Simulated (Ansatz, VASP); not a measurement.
## One calculation of Al2Ru, two programs

File INCAR:

```
SYSTEM = Al2Ru
ALGO     = Normal         ! electronic algorithm
EDIFF    = 1E-7           ! SCF threshold, eV
ENCUT    = 520            ! plane-wave cutoff, eV
ISIF     = 2              ! what is computed and relaxed
ISMEAR   = 0              ! smearing method
LASPH    = .TRUE.         ! aspherical terms in the spheres
LCHARG   = .TRUE.         ! write CHGCAR
LELF     = .TRUE.         ! ELF
LREAL    = .FALSE.        ! projectors in reciprocal space
LVHAR    = .TRUE.       
LWAVE    = .FALSE.        ! write WAVECAR
NBANDS   = 29             ! bands
NELM     = 100            ! most SCF steps
PREC     = Accurate       ! precision mode
SIGMA    = 0.03           ! smearing width, eV
```

Contents of KPOINTS:

```
k-points
0
G
  10 10 10
  0 0 0
```

File POSCAR:

```
Al2Ru
1.0
    0.0000000000      3.8657908251      4.2499554337
    2.4933901085      0.0000000000      4.2499554337
    2.4933901085      3.8657908251      0.0000000000
Al Ru
4 2
Direct
    0.0788992938      0.4211007062      0.0788992938
    0.4211007062      0.0788992938      0.4211007062
    0.1711007062      0.8288992938      0.1711007062
    0.8288992938      0.1711007062      0.8288992938
    0.7500000000      0.7500000000      0.7500000000
    0.5000000000      0.5000000000      0.5000000000
```

Input for Ansatz:

```yaml
crystal:
  lattice:
    - [0.0, 3.8657908251, 4.2499554337]
    - [2.4933901085, 0.0, 4.2499554337]
    - [2.4933901085, 3.8657908251, 0.0]
  atoms:
    - { symbol: Al, position: [0.0788992938, 0.4211007062, 0.0788992938] }
    - { symbol: Al, position: [0.4211007062, 0.0788992938, 0.4211007062] }
    - { symbol: Al, position: [0.1711007062, 0.8288992938, 0.1711007062] }
    - { symbol: Al, position: [0.8288992938, 0.1711007062, 0.8288992938] }
    - { symbol: Ru, position: [0.75, 0.75, 0.75] }
    - { symbol: Ru, position: [0.5, 0.5, 0.5] }
basis:
  ecutwfc: 420
kpoints:
  mp_grid: { grid: [10, 10, 10] }
hamiltonian:
  xc: lda
  pseudopotentials: { kind: paw, azcp: { folder: soft_1 } }
scf:
  occupations: { method: gaussian, width: 0.03 }
output:
  forces: true
  stress: true
  eigenvalues: true
```

Change from the starting cell: volume 13.655 Å^3 an atom, stretch along a over the lengths across it, relative to the relaxed cell 1.0947.

Alike in both runs: task single point; functional LDA; k mesh 10 × 10 × 10; occupations gaussian, width 0.03 eV; no spin polarisation.

```csv
,VASP,Ansatz
version,VASP 6.6.1,Ansatz 0.2.0
potentials or method,"VASP PAW LDA potentials, release 64 (Al, Ru_pv), cutoff 520 eV","scalar-relativistic, plane waves, PAW"
valence electrons in the cell,40,44
```

|  | VASP | Ansatz | Ansatz less VASP |
| --- | --- | --- | --- |
| gap on the k mesh at the Fermi level (eV) | 0.41 | 0.41 | +0.001 |
| least direct gap on the mesh (eV) | 1.14 | 1.14 | 0.000 |
| pressure (GPa) | -2.2 | -2.7 | -0.43 |
| traceless stress, the component that is largest in VASP (GPa) | -15.86 | -15.82 | +0.041 |
| rms of the force components (eV/Å) | 0.189 | 0.194 | +0.0052 |

Ansatz warns that its potentials were made for another functional, while VASP's fit it. LDA's correlation is that of Perdew and Zunger in VASP and of Perdew and Wang (1992) in Ansatz. Atom by atom the forces differ by 0.005 eV/Å (rms over components). VASP's potentials hold 40 valence electrons a cell and Ansatz's 44, so a difference there can come from the potentials and not from the codes.
